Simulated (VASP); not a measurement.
# Si4Mo2N in VASP: notebook

The runs below take Si4Mo2N through relaxation of the atoms, with PBE.

All numbers are computed with VASP 6.6.1; they aren't measurements. Logs are shortened: lines on timing, memory, paths and dates and some standing lists are left out, and cuts for length are marked.

**1. The cell of the first run**

The cell holds a slab with vacuum, 7 atoms: a = 3.217 Å, b = 3.217 Å, c = 21.879 Å, α = 90.00°, β = 90.00°, γ = 90.00°.

**2. Relaxation of the atoms, PBE**

File INCAR:

```
  PREC = Accurate
  ENCUT = 520
  EDIFF = 1E-6
  ISMEAR = 0
  SIGMA = 0.1
  LREAL = False
  LASPH = True
  NELM = 60
  ALGO = Fast
  ISIF = 2
  LWAVE = False
  LCHARG = False
  LDIPOL = True
  IDIPOL = 3
  DIPOL = 0.5 0.5 0.360
  GGA = PE
  IBRION = 2
  NSW = 36
  EDIFFG = -0.025
```

File KPOINTS:

```
regular mesh
0
Gamma
  8 8 1
```

File POSCAR:

```
Si4Mo2N
1.0
    3.2169717285      0.0000000000      0.0000000000
    0.0000000000      3.2169717285      0.0000000000
    0.0000000000      0.0000000000     21.8787970046
Si Mo N
4 2 1
Selective dynamics
Direct
    0.0000000000      0.0000000000      0.1828254085  F F F
    0.0000000000      0.0000000000      0.3015081460  F F F
    0.5000000000      0.5000000000      0.3593659936  F F F
    0.5000000000      0.5000000000      0.4743769505  F F F
    0.5000000000      0.5000000000      0.2421667772  F F F
    0.0000000000      0.0000000000      0.4192862006  F F F
    0.5000000000      0.7500000000      0.5431400802  F F T
```

Potentials or basis: VASP PAW PBE potentials, release 64 (Si, Mo_sv, N).

Command:

```sh
cat potpaw_PBE.64/Si/POTCAR potpaw_PBE.64/Mo_sv/POTCAR potpaw_PBE.64/N/POTCAR > POTCAR
mpirun -np 1 vasp_std > vasp.out
```

OUTCAR:

```text
PREC = Accurate
   ENCUT = 520
   EDIFF = 1E-6
   ISMEAR = 0
   LREAL = False
   LASPH = True
   NELM = 60
   ISIF = 2
   GGA = PE
   IBRION = 2
   NSW = 36
   EDIFFG = -0.025

 ion  position               nearest neighbor table
   1  0.000  0.000  0.183-   2 2.60   5 2.62   5 2.62   5 2.62   5 2.62
   2  0.000  0.000  0.302-   6 2.58   1 2.60   3 2.60   3 2.60   3 2.60   3 2.60   5 2.62   5 2.62
                             5 2.62   5 2.62
   3  0.500  0.500  0.359-   4 2.52   5 2.56   2 2.60   2 2.60   2 2.60   2 2.60   6 2.63   6 2.63
                             6 2.63   6 2.63
   4  0.500  0.500  0.474-   7 1.71   3 2.52   6 2.57   6 2.57   6 2.57   6 2.57
   5  0.500  0.500  0.242-   3 2.56   1 2.62   1 2.62   1 2.62   1 2.62   2 2.62   2 2.62   2 2.62
                             2 2.62
   6  0.000  0.000  0.419-   4 2.57   4 2.57   4 2.57   4 2.57   2 2.58   3 2.63   3 2.63   3 2.63
                             3 2.63
   7  0.500  0.750  0.543-   4 1.71

  LATTYP: Found a simple tetragonal cell.
 ALAT       =     3.2169717285
 C/A-ratio  =     6.8010535532

  Lattice vectors:

 A1 = (   3.2169717285,   0.0000000000,   0.0000000000)
 A2 = (   0.0000000000,   3.2169717285,   0.0000000000)
 A3 = (   0.0000000000,   0.0000000000,  21.8787970046)

Analysis of symmetry for initial positions (statically):
=====================================================================
 Subroutine PRICEL returns:
 Original cell was already a primitive cell.

 Routine SETGRP: Setting up the symmetry group for a
 simple tetragonal supercell.

 Subroutine GETGRP returns: Found  2 space group operations
 (whereof  2 operations were pure point group operations)
 out of a pool of 16 trial point group operations.

The static configuration has the point symmetry C_1h.

Analysis of symmetry for dynamics (positions and initial velocities):
=====================================================================
 Subroutine PRICEL returns:
 Original cell was already a primitive cell.

 Routine SETGRP: Setting up the symmetry group for a
 simple tetragonal supercell.

 Subroutine GETGRP returns: Found  2 space group operations
 (whereof  2 operations were pure point group operations)
 out of a pool of 16 trial point group operations.

The dynamic configuration has the point symmetry C_1h.

Analysis of constrained symmetry for selective dynamics:
=====================================================================
 Subroutine PRICEL returns:
 Original cell was already a primitive cell.

 Routine SETGRP: Setting up the symmetry group for a
 simple tetragonal supercell.

 Subroutine GETGRP returns: Found  2 space group operations
 (whereof  2 operations were pure point group operations)
 out of a pool of 16 trial point group operations.

The constrained configuration has the point symmetry C_1h.

 Subroutine INISYM returns: Found  2 space group operations
 (whereof  2 operations are pure point group operations),
 and found     1 'primitive' translations

----------------------------------------------------------------------------------------

                                     Primitive cell

  volume of cell :     226.4216

  direct lattice vectors                    reciprocal lattice vectors
     3.216971728  0.000000000  0.000000000     0.310851349  0.000000000  0.000000000
     0.000000000  3.216971728  0.000000000     0.000000000  0.310851349  0.000000000
     0.000000000  0.000000000 21.878797005     0.000000000  0.000000000  0.045706352

  length of vectors
     3.216971728  3.216971728 21.878797005     0.310851349  0.310851349  0.045706352

  position of ions in fractional coordinates (direct lattice)
     0.000000000  0.000000000  0.182825409
     0.000000000  0.000000000  0.301508146
     0.500000000  0.500000000  0.359365994
     0.500000000  0.500000000  0.474376951
     0.500000000  0.500000000  0.242166777
     0.000000000  0.000000000  0.419286201
     0.500000000  0.750000000  0.543140080

  ion indices of the primitive-cell ions
   primitive index   ion index
                 1           1
                 2           2
                 3           3
                 4           4
                 5           5
                 6           6
                 7           7

----------------------------------------------------------------------------------------

 KPOINTS: regular mesh

Automatic generation of k-mesh.
 Grid dimensions read from file:
 generate k-points for:    8    8    1

 Generating k-lattice:

  Cartesian coordinates                     Fractional coordinates (reciprocal lattice)
     0.038856419  0.000000000  0.000000000     0.125000000  0.000000000  0.000000000
     0.000000000  0.038856419  0.000000000     0.000000000  0.125000000  0.000000000
     0.000000000  0.000000000  0.045706352     0.000000000  0.000000000  1.000000000

  Length of vectors
     0.038856419  0.038856419  0.045706352

  Shift w.r.t. Gamma in fractional coordinates (k-lattice)
     0.000000000  0.000000000  0.000000000

 Subroutine IBZKPT returns following result:
 ===========================================

 Found     25 irreducible k-points:

 Following reciprocal coordinates:
            Coordinates               Weight
  0.000000  0.000000  0.000000      1.000000
  0.125000  0.000000  0.000000      2.000000
  0.000000  0.125000  0.000000      2.000000
  0.250000  0.000000  0.000000      2.000000
  0.000000  0.250000  0.000000      2.000000
  0.375000  0.000000  0.000000      2.000000
[... 16 lines left out ...]
  0.500000  0.375000  0.000000      2.000000
 -0.375000  0.500000  0.000000      2.000000
   k-points           NKPTS =     25   k-points in BZ     NKDIM =     25   number of bands    NBANDS=     29
   number of dos      NEDOS =    301   number of ions     NIONS =      7
   total plane-waves  NPLWV =  96768
   dimension x,y,z NGX =    24 NGY =   24 NGZ =  168
   dimension x,y,z NGXF=    48 NGYF=   48 NGZF=  336
   ions per type =               4   2   1
   NGX,Y,Z   is equivalent  to a cutoff of  12.40, 12.40, 12.77 a.u.
   NGXF,Y,Z  is equivalent  to a cutoff of  24.81, 24.81, 25.53 a.u.
 SYSTEM =  unknown system
   PREC   = accura    normal or accurate (medium, high low for compatibility)
   ISTART =      0    job   : 0-new  1-cont  2-samecut
   ICHARG =      2    charge: 1-file 2-atom 10-const
   ISPIN  =      1    spin polarized calculation?
   LNONCOLLINEAR =      F non collinear calculations
   LSORBIT =      F    spin-orbit coupling
   LASPH  =      T    aspherical Exc in radial PAW
   ENCUT  =  520.0 eV  38.22 Ry    6.18 a.u.   5.98  5.98 40.68*2*pi/ulx,y,z
   NELM   =     60;   NELMIN=  2; NELMDL= -5     # of ELM steps
   EDIFF  = 0.1E-05   stopping-criterion for ELM
   LREAL  =      F    real-space projection
   EDIFFG = -.3E-01   stopping-criterion for IOM
   NSW    =     36    number of steps for IOM
   IBRION =      2    ionic relax: 0-MD 1-quasi-New 2-CG
   NFREE  =      1    steps in history (QN), initial steepest desc. (CG)
   ISIF   =      2    stress and relaxation
   ISYM   =      2    0-nonsym 1-usesym 2-fastsym
   POTIM  = 0.5000    time-step for ionic-motion
   TEBEG  =    0.0;   TEEND  =   0.0 temperature during run
   PSTRESS=    0.0 pullay stress
   NELECT =      49.0000    total number of electrons
   NUPDOWN=      -1.0000    fix difference up-down
   EMIN   =  10.00;   EMAX   =-10.00  energy-range for DOS
   EFERMI =   0.00;   METHOD = LEGACY
   ISMEAR =     0;   SIGMA  =   0.10  broadening in eV -4-tet -1-fermi 0-gaus
   EFERMI_NEDOS =   21; number of points for ismear=-14 and -15
   IALGO  =     68    algorithm
   IMIX   =      4    mixing-type and parameters
     AMIX     =   0.40;   BMIX     =  1.00
     AMIX_MAG =   1.60;   BMIX_MAG =  1.00
  volume/ion in A,a.u.               =      32.35       218.28
  Fermi-wavevector in a.u.,A,eV,Ry     =   0.982881  1.857376 13.143974  0.966055
  Thomas-Fermi vector in A             =   2.113997
   LORBIT       =      0    0 simple, 1 ext, 2 COOP (PROOUT), +10 PAW based schemes
   GGA     = PE    functional components
   LHFCALC =     F    Hartree Fock is set to
   AEXX    =    0.0000 exact exchange contribution
   IVDW    =     0    specifies the selected vdW correction
   LEPSILON=     F    determine dielectric tensor
   LRPA    =     F    only Hartree local field effects (RPA)
 conjugate gradient relaxation of ions
 non-spin polarized calculation
 RMM-DIIS sequential band-by-band and
 Gauss-broadening in eV      SIGMA  =   0.10
  energy-cutoff  :      520.00
  volume of cell :      226.42
 maximum number of plane-waves:      6156
   NGX = 11   NGY = 11   NGZ = 81

 dipolmoment           0.000000      0.000000     -0.382324 electrons x Angstroem

--------------------------------------- Ionic step        1  -------------------------------------------

 number of electron      49.0000006 magnetization

 Free energy of the ion-electron system (eV)
  ---------------------------------------------------
  ext. energy  EPLUGINS =         0.00000000
  ---------------------------------------------------
  free energy    TOTEN  =       -49.47914984 eV

  energy without entropy =      -49.45265660  energy(sigma->0) =      -49.46590322

------------------------ aborting loop because EDIFF is reached ----------------------------------------

  FORCE on cell =-STRESS in cart. coord.  units (eV):
  Direction    XX          YY          ZZ          XY          YZ          ZX
  --------------------------------------------------------------------------------------
  -------------------------------------------------------------------------------------
  Total       -0.6190736     -0.9257165     -2.1237685      0.0000000      0.6126886      0.0000000
  in kB       -4.3806136     -6.5504430    -15.0279532      0.0000000      4.3354326      0.0000000
  external PRESSURE =      -8.6530032 kB  Pullay stress =       0.0000000 kB
[... 69 lines left out ...]
--------------------------------------- Ionic step        3  -------------------------------------------

 number of electron      49.0000006 magnetization

 dipolmoment           0.000000      0.000000      0.206138 electrons x Angstroem

 Free energy of the ion-electron system (eV)
  ---------------------------------------------------
  ext. energy  EPLUGINS =         0.00000000
  ---------------------------------------------------
  free energy    TOTEN  =       -49.51711680 eV

  energy without entropy =      -49.48826505  energy(sigma->0) =      -49.50269092

 E-fermi :   0.4996     XC(G=0):  -5.7721

 val. band max:        0.4581202364   @ k =   0.3750   0.0000   0.0000
 cond. band min:       0.5246951518   @ k =   0.5000   0.2500   0.0000
 fundamental gap:      0.0665749154
 Fermi energy:         0.4996202034

 k-point     1 :       0.0000    0.0000    0.0000
  band No.  band energies     occupation
      1     -60.0017      2.00000
      2     -59.9793      2.00000
      3     -34.1857      2.00000
      4     -34.1307      2.00000
      5     -34.0723      2.00000
      6     -34.0510      2.00000
[... 757 lines left out ...]
     28       2.8957      0.00000
     29       2.9183      0.00000

 [... further k-points ...]

------------------------ aborting loop because EDIFF is reached ----------------------------------------

 vacuum level on the upper side and lower side of the slab       (xc-potential included)         1.606        -1.902

  FORCE on cell =-STRESS in cart. coord.  units (eV):
  Direction    XX          YY          ZZ          XY          YZ          ZX
  --------------------------------------------------------------------------------------
  -------------------------------------------------------------------------------------
  Total       -0.4594043     -0.1371895     -0.2924033      0.0000000      1.7886495      0.0000000
  in kB       -3.2507806     -0.9707636     -2.0690688      0.0000000     12.6566250      0.0000000
  external PRESSURE =      -2.0968710 kB  Pullay stress =       0.0000000 kB
[... 22 lines left out ...]
  FREE ENERGIE OF THE ION-ELECTRON SYSTEM (eV)
  ---------------------------------------------------
  free  energy   TOTEN  =       -49.5171167992 eV

  energy  without entropy=      -49.4882650508  energy(sigma->0) =      -49.50269092

 reached required accuracy - stopping structural energy minimisation

 vacuum level on the upper side and lower side of the slab         8.533         4.941
```

Run time: 11 min. Hardware: 1 thread of Oxide Virtual Turin-like, shared host; peak memory 0.37 GiB.

Results:

- Free energy: -49.5171 eV
- Energy gained by relaxing: 5.4 meV/atom
- Ionic steps: 3
- Band gap on the k mesh: zero (an odd number of electrons rules out a gap without spin polarisation)

Step by step:
| step | energy change (eV) | largest force on free atoms (eV/Å) | pressure (GPa) |
| --- | --- | --- | --- |
| 1 | 0.0000 | 1.1940 | -0.87 |
| 2 | -0.0379 | 0.0702 | -0.25 |
| 3 | -0.0380 | 0.0005 | -0.21 |

Final structure:
```yaml
crystal:
  lattice:
    - [3.21697, 0.00000, 0.00000]
    - [0.00000, 3.21697, 0.00000]
    - [0.00000, 0.00000, 21.87880]
  atoms:
    - { symbol: Si, position: [0.00000, 0.00000, 0.18283] }
    - { symbol: Si, position: [0.00000, 0.00000, 0.30151] }
    - { symbol: Si, position: [0.50000, 0.50000, 0.35937] }
    - { symbol: Si, position: [0.50000, 0.50000, 0.47438] }
    - { symbol: Mo, position: [0.50000, 0.50000, 0.24217] }
    - { symbol: Mo, position: [0.00000, 0.00000, 0.41929] }
    - { symbol: N, position: [0.50000, 0.75000, 0.54036] }
```

Caveat: an odd number of electrons without spin polarisation forces a metal; a magnetic or distorted state may lie lower.

[end of part 1 of 2]

The gap in the log of VASP goes by the Fermi energy; the results here count the filled bands.